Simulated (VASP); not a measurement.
A run of VASP 6.6.1:

INCAR

```
ALGO = Normal
EDIFF = 1E-7
ENCUT = 520
GGA = CA
ISIF = 2
ISMEAR = 0
LASPH = True
LCHARG = False
LREAL = False
LWAVE = False
NBANDS = 30
NELM = 80
PREC = Accurate
SIGMA = 0.15
```

KPOINTS

```
k-points
0
Gamma
  14 14 14
```

File POSCAR:

```
Cu3O2
1.0
   -2.0136500000      2.0136500000      3.7799000000
    2.0136500000     -2.0136500000      3.7799000000
    2.0136500000      2.0136500000     -3.7799000000
Cu O
3 2
Direct
    0.2500000000      0.7500000000      0.5000000000
    0.7500000000      0.2500000000      0.5000000000
    0.0000000000      0.0000000000      0.0000000000
    0.0000000000      0.5000000000      0.5000000000
    0.5000000000      0.0000000000      0.5000000000
```

Potentials or basis: VASP PAW LDA potentials, release 64 (Cu, O).

The run is started by

```sh
$ cat potpaw_LDA.64/Cu/POTCAR potpaw_LDA.64/O/POTCAR > POTCAR
$ mpirun -np 1 vasp_std > vasp.out
```

Hardware: 1 thread of Intel Xeon 8259CL (shared host).

**Question.** Estimate the wall time of this run.

**Answer.** Wall time 17 min on 1 thread of Intel Xeon 8259CL (shared host), peak memory 0.44 GiB. Counts: scf iterations 18, k points 244.
